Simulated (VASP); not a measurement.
Write the native input for VASP 6.6.1 that does the following.

* Task: relaxation of cell and atoms
* Functional: PBE
* Potentials or basis: VASP PAW PBE potentials, release 64 (Ta_pv, Al, C, N)
* Cutoff: 600 eV
* k mesh: 6 × 6 × 6
* Occupations: gaussian, width 0.1 eV
* Spin: no spin polarisation
* Dipole correction: no
* Further INCAR settings: ALGO = Normal; EDIFF = 1e-06; IBRION = 2; EDIFFG = -0.04; NSW = 90; ISIF = 3

The structure of Ta2AlC2N lies in POSCAR:

```
Ta2AlC2N
1.0
   -1.8329358100      1.8329358100      5.5772498800
    1.8329358100     -1.8329358100      5.5772498800
    1.8329358100      1.8329358100     -5.5772498800
Ta Al C N
2 1 2 1
Direct
    0.7500000000      0.2500000000      0.5000000000
    0.2500000000      0.7500000000      0.5000000000
    0.0000000000      0.0000000000      0.0000000000
    0.3590180000      0.3590180000      0.0000000000
    0.6409820000      0.6409820000      0.0000000000
    0.5000000000      0.5000000000      0.0000000000
```

The cell was generated, and may not be a known phase.

One way to write it, as run:

INCAR

```
ALGO     = Normal         # electronic algorithm
EDIFF    = 1E-6           # SCF threshold, eV
EDIFFG   = -0.04          # ionic threshold
ENCUT    = 600            # plane-wave cutoff, eV
GGA      = PE             # functional
IBRION   = 2              # ionic algorithm
ISIF     = 3              # what is computed and relaxed
ISMEAR   = 0              # smearing method
LASPH    = True           # aspherical terms in the spheres
LCHARG   = False          # write CHGCAR
LREAL    = False          # projectors in reciprocal space
LWAVE    = False          # write WAVECAR
NELM     = 80             # most SCF steps
NSW      = 90             # ionic steps
PREC     = Accurate       # precision mode
SIGMA    = 0.1            # smearing width, eV
```

KPOINTS

```
k-points
0
Gamma
  6 6 6
```

Potentials or basis: VASP PAW PBE potentials, release 64 (Ta_pv, Al, C, N).

Run with:

```sh
$ cat potpaw_PBE.64/Ta_pv/POTCAR potpaw_PBE.64/Al/POTCAR potpaw_PBE.64/C/POTCAR potpaw_PBE.64/N/POTCAR > POTCAR
$ mpirun -np 1 vasp_std > vasp.out
```

It gave:

The relaxed volume is 12.08 Å³/atom, the relaxed cell is a = 4.788 Å, b = 4.788 Å, c = 4.788 Å, α = 123.92°, β = 123.92°, γ = 83.34° and the space group after relaxing (to 0.1 Å) is I4/mmm (No. 139). The energy gained by relaxing is 491.0 meV/atom. The ionic steps are 20, the pressure after relaxing is 0.0 GPa and the largest force after relaxing is 0.012 eV/Å. The band gap on the k mesh is zero (bands 19 and 20 overlap by 2.29 eV).

Caveat: a cell axis changed by over 15 % at a fixed basis, so the end point is rough; spin-orbit coupling is left out, which moves the levels of the heavy elements.

Run time: 20 min on 1 thread of Intel(R) Xeon(R) Platinum 8488C (Sapphire Rapids), with other jobs on the host, peak memory 0.44 GiB.
